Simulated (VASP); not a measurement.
# Ti2CCl2 (I4/mmm) in VASP: a series of runs, part 2 of 2

VASP 6.6.1. Earlier steps stand in the parts before.

**3. Relaxation of cell and atoms, PBE**

This run uses another cell than the first one, of 16.61 Å³/atom.

INCAR

```
PREC = Accurate
ENCUT = 600
EDIFF = 1E-6
ISMEAR = 0
SIGMA = 0.1
LREAL = F
LASPH = T
NELM = 100
ALGO = Normal
ISIF = 3
LWAVE = F
LCHARG = F
GGA = PE
IBRION = 2
NSW = 90
EDIFFG = -0.04
```

KPOINTS

```
regular mesh
0
Gamma
  6 6 6
```

POSCAR

```
Ti2CCl2
1.0
   -1.9928959894      1.9928959894      5.2288855168
    1.9928959894     -1.9928959894      5.2288855168
    1.9928959894      1.9928959894     -5.2288855168
Ti C Cl
2 1 2
Direct
    0.2500000000      0.7500000000      0.5000000000
    0.7500000000      0.2500000000      0.5000000000
    0.0000000000      0.0000000000      0.0000000000
    0.6260000000      0.6260000000      0.0000000000
    0.3740000000      0.3740000000      0.0000000000
```

Potentials or basis: VASP PAW PBE potentials, release 64 (Ti_sv, C, Cl).

Command:

```bash
cat potpaw_PBE.64/Ti_sv/POTCAR potpaw_PBE.64/C/POTCAR potpaw_PBE.64/Cl/POTCAR > POTCAR
mpirun -np 1 vasp_std > vasp.out
```

OUTCAR:

```text
PREC = Accurate
   ENCUT = 600
   EDIFF = 1E-6
   ISMEAR = 0
   LREAL = F
   LASPH = T
   NELM = 100
   ISIF = 3
   GGA = PE
   IBRION = 2
   NSW = 90
   EDIFFG = -0.04

 ion  position               nearest neighbor table
   1  0.250  0.750  0.500-   5 2.38   4 2.38   5 2.38   4 2.38   2 2.82   2 2.82   2 2.82   2 2.82

   2  0.750  0.250  0.500-   5 2.38   4 2.38   5 2.38   4 2.38   1 2.82   1 2.82   1 2.82   1 2.82

   3  0.000  0.000  0.000-
   4  0.626  0.626  0.000-   1 2.38   2 2.38   1 2.38   2 2.38   5 2.64
   5  0.374  0.374  0.000-   1 2.38   2 2.38   1 2.38   2 2.38   4 2.64

  LATTYP: Found a body centered tetragonal cell.
 ALAT       =     3.9857919788
 C/A-ratio  =     2.6237623763

  Lattice vectors:

 A1 = (  -1.9928959894,   1.9928959894,   5.2288855168)
 A2 = (   1.9928959894,  -1.9928959894,   5.2288855168)
 A3 = (   1.9928959894,   1.9928959894,  -5.2288855168)

Analysis of symmetry for initial positions (statically):
=====================================================================
 Subroutine PRICEL returns:
 Original cell was already a primitive cell.

 Routine SETGRP: Setting up the symmetry group for a
 body centered tetragonal supercell.

 Subroutine GETGRP returns: Found 16 space group operations
 (whereof 16 operations were pure point group operations)
 out of a pool of 16 trial point group operations.

The static configuration has the point symmetry D_4h.

Analysis of symmetry for dynamics (positions and initial velocities):
=====================================================================
 Subroutine PRICEL returns:
 Original cell was already a primitive cell.

 Routine SETGRP: Setting up the symmetry group for a
 body centered tetragonal supercell.

 Subroutine GETGRP returns: Found 16 space group operations
 (whereof 16 operations were pure point group operations)
 out of a pool of 16 trial point group operations.

The dynamic configuration has the point symmetry D_4h.

 Subroutine INISYM returns: Found 16 space group operations
 (whereof 16 operations are pure point group operations),
 and found     1 'primitive' translations

----------------------------------------------------------------------------------------

                                     Primitive cell

  volume of cell :      83.0689

  direct lattice vectors                    reciprocal lattice vectors
    -1.992895989  1.992895989  5.228885517     0.000000000  0.250891167  0.095622671
     1.992895989 -1.992895989  5.228885517     0.250891167  0.000000000  0.095622671
     1.992895989  1.992895989 -5.228885517     0.250891167  0.250891167  0.000000000

  length of vectors
     5.940076817  5.940076817  5.940076817     0.268495946  0.268495946  0.354813691

  position of ions in fractional coordinates (direct lattice)
     0.250000000  0.750000000  0.500000000
     0.750000000  0.250000000  0.500000000
     0.000000000  0.000000000  0.000000000
     0.626000000  0.626000000  0.000000000
     0.374000000  0.374000000  0.000000000

  ion indices of the primitive-cell ions
   primitive index   ion index
                 1           1
                 2           2
                 3           3
                 4           4
                 5           5
[... 64 lines left out ...]
   ISTART =      0    job   : 0-new  1-cont  2-samecut
   ICHARG =      2    charge: 1-file 2-atom 10-const
   ISPIN  =      1    spin polarized calculation?
   LNONCOLLINEAR =      F non collinear calculations
   LSORBIT =      F    spin-orbit coupling
   LASPH  =      T    aspherical Exc in radial PAW
   ENCUT  =  600.0 eV  44.10 Ry    6.64 a.u.  11.86 11.86 11.86*2*pi/ulx,y,z
   NELM   =    100;   NELMIN=  2; NELMDL= -5     # of ELM steps
   EDIFF  = 0.1E-05   stopping-criterion for ELM
   LREAL  =      F    real-space projection
   EDIFFG = -.4E-01   stopping-criterion for IOM
   NSW    =     90    number of steps for IOM
   IBRION =      2    ionic relax: 0-MD 1-quasi-New 2-CG
   NFREE  =      1    steps in history (QN), initial steepest desc. (CG)
   ISIF   =      3    stress and relaxation
   ISYM   =      2    0-nonsym 1-usesym 2-fastsym
   POTIM  = 0.5000    time-step for ionic-motion
   TEBEG  =    0.0;   TEEND  =   0.0 temperature during run
   PSTRESS=    0.0 pullay stress
   NELECT =      42.0000    total number of electrons
   NUPDOWN=      -1.0000    fix difference up-down
   EMIN   =  10.00;   EMAX   =-10.00  energy-range for DOS
   EFERMI =   0.00;   METHOD = LEGACY
   ISMEAR =     0;   SIGMA  =   0.10  broadening in eV -4-tet -1-fermi 0-gaus
   EFERMI_NEDOS =   21; number of points for ismear=-14 and -15
   IALGO  =     38    algorithm
   IMIX   =      4    mixing-type and parameters
     AMIX     =   0.40;   BMIX     =  1.00
     AMIX_MAG =   1.60;   BMIX_MAG =  1.00
  volume/ion in A,a.u.               =      16.61       112.12
  Fermi-wavevector in a.u.,A,eV,Ry     =   1.304203  2.464586 23.142761  1.700945
  Thomas-Fermi vector in A             =   2.435154
   LORBIT       =      0    0 simple, 1 ext, 2 COOP (PROOUT), +10 PAW based schemes
   GGA     = PE    functional components
   LHFCALC =     F    Hartree Fock is set to
   AEXX    =    0.0000 exact exchange contribution
   IVDW    =     0    specifies the selected vdW correction
   LEPSILON=     F    determine dielectric tensor
   LRPA    =     F    only Hartree local field effects (RPA)
 conjugate gradient relaxation of ions
 non-spin polarized calculation
 Gauss-broadening in eV      SIGMA  =   0.10
  energy-cutoff  :      600.00
  volume of cell :       83.07
 maximum number of plane-waves:      2802
   NGX = 23   NGY = 23   NGZ = 23

--------------------------------------- Ionic step        1  -------------------------------------------

 number of electron      42.0000000 magnetization

 Free energy of the ion-electron system (eV)
  ---------------------------------------------------
  ext. energy  EPLUGINS =         0.00000000
  ---------------------------------------------------
  free energy    TOTEN  =       -24.69170525 eV

  energy without entropy =      -24.67049391  energy(sigma->0) =      -24.68109958

------------------------ aborting loop because EDIFF is reached ----------------------------------------

  FORCE on cell =-STRESS in cart. coord.  units (eV):
  Direction    XX          YY          ZZ          XY          YZ          ZX
  --------------------------------------------------------------------------------------
  -------------------------------------------------------------------------------------
  Total        3.6206585      3.6206585     -3.2637599      0.0000000      0.0000000     -0.0000000
  in kB       69.8328476     69.8328476    -62.9492255      0.0000000      0.0000000     -0.0000000
  external PRESSURE =      25.5721566 kB  Pullay stress =       0.0000000 kB
[... 98 lines left out ...]
  FREE ENERGIE OF THE ION-ELECTRON SYSTEM (eV)
  ---------------------------------------------------
  free  energy   TOTEN  =       -25.3191523465 eV

  energy  without entropy=      -25.3003940585  energy(sigma->0) =      -25.30977320

[... ionic steps 4 to 8 ...]

--------------------------------------- Ionic step        9  -------------------------------------------

 number of electron      42.0000000 magnetization

------------------------ aborting loop because EDIFF is reached ----------------------------------------
[... 73 lines left out ...]
--------------------------------------- Ionic step       11  -------------------------------------------

 number of electron      41.9999999 magnetization

 Free energy of the ion-electron system (eV)
  ---------------------------------------------------
  ext. energy  EPLUGINS =         0.00000000
  ---------------------------------------------------
  free energy    TOTEN  =       -25.95291878 eV

  energy without entropy =      -25.93926403  energy(sigma->0) =      -25.94609141

 E-fermi :   7.1806     XC(G=0): -10.6823

 val. band max:        7.1621207995   @ k =   0.3333   0.3333  -0.0000
 cond. band min:       7.2035861954   @ k =  -0.1667   0.1667   0.0000
 fundamental gap:      0.0414653959
 Fermi energy:         7.1806487737

 k-point     1 :       0.0000    0.0000    0.0000
  band No.  band energies     occupation
      1     -50.5135      2.00000
      2     -50.4716      2.00000
      3     -26.9078      2.00000
      4     -26.9078      2.00000
      5     -26.8387      2.00000
      6     -26.7891      2.00000
[... 661 lines left out ...]
     24       8.2401      0.00000
     25       8.3224      0.00000

 [... further k-points ...]

------------------------ aborting loop because EDIFF is reached ----------------------------------------

  FORCE on cell =-STRESS in cart. coord.  units (eV):
  Direction    XX          YY          ZZ          XY          YZ          ZX
  --------------------------------------------------------------------------------------
  -------------------------------------------------------------------------------------
  Total        0.0139550      0.0139550      0.0344412      0.0000000      0.0000000      0.0000000
  in kB        0.2731846      0.2731846      0.6742239      0.0000000      0.0000000      0.0000000
  external PRESSURE =       0.4068644 kB  Pullay stress =       0.0000000 kB
[... 20 lines left out ...]
  FREE ENERGIE OF THE ION-ELECTRON SYSTEM (eV)
  ---------------------------------------------------
  free  energy   TOTEN  =       -25.9529187809 eV

  energy  without entropy=      -25.9392640347  energy(sigma->0) =      -25.94609141

 reached required accuracy - stopping structural energy minimisation
```

Run time: 48 min. Hardware: 1 thread of Oxide Virtual Turin-like, shared host; peak memory 0.35 GiB.

What came out:

```
Free energy                           : -25.9529 eV
Relaxed volume                        : 16.37 Å³/atom
Relaxed cell                          : a = 5.250 Å, b = 5.250 Å, c = 5.250 Å, α = 130.46°, β = 130.46°, γ = 72.67°
Space group after relaxing (to 0.1 Å) : I4/mmm (No. 139)
Energy gained by relaxing             : 252.2 meV/atom
Ionic steps                           : 11
Pressure after relaxing               : 0.0 GPa
Largest force after relaxing          : 0.014 eV/Å
Band gap on the k mesh                : zero (bands 21 and 22 overlap by 0.71 eV)
```

Forces on the atoms (eV/Å):
```
Ti   0.000  0.000  0.000
Ti   0.000  0.000  0.000
C    0.000  0.000  0.000
Cl   0.000  0.000 -0.014
Cl   0.000  0.000  0.014
```

The path:
```tsv
step	energy change (eV)	largest force (eV/Å)	pressure (GPa)	volume (Å³)
1	0.0000	0.5926	2.56	83.07
2	-0.3417	1.1384	-1.76	86.17
3	-0.6274	1.9468	-7.42	91.27
4	-0.7726	1.7992	-7.37	90.69
5	-1.0262	1.3511	-6.79	88.62
6	-1.0424	1.2085	-6.54	87.90
7	-1.2081	0.5489	-3.64	84.93
8	-1.2600	0.0368	-0.57	82.47
9	-1.2603	0.0873	-0.29	82.27
10	-1.2608	0.0617	-0.17	82.12
11	-1.2612	0.0139	0.04	81.84
```

Final structure:
```xyz
5
Lattice="-2.1996 2.1996 4.2289 2.1996 -2.1996 4.2289 2.1996 2.1996 -4.2289" Properties=species:S:1:pos:R:3 pbc="T T T"
Ti    2.1996    0.0000    2.1145
Ti    0.0000    2.1996    2.1145
C     0.0000    0.0000    0.0000
Cl    0.0000    0.0000    5.5266
Cl    0.0000    0.0000    2.9313
```

Levels at points of the mesh, in eV from the Fermi level:
```
           k point  band 19  band 20  band 21  band 22  band 23  band 24
(0.00, 0.00, 0.00)    -0.39    -0.39     0.51     0.53     0.96     1.13
(0.50, 0.00, 0.00)    -1.25    -1.08    -0.59     0.10     0.70     0.95
(0.50, 0.50, 0.00)    -1.51    -0.70     0.13     0.42     0.62     0.74
(0.50, 0.50, 0.50)    -0.58    -0.32    -0.32     0.20     0.55     1.42
```

The gap in the log of VASP goes by the Fermi energy; the results here count the filled bands.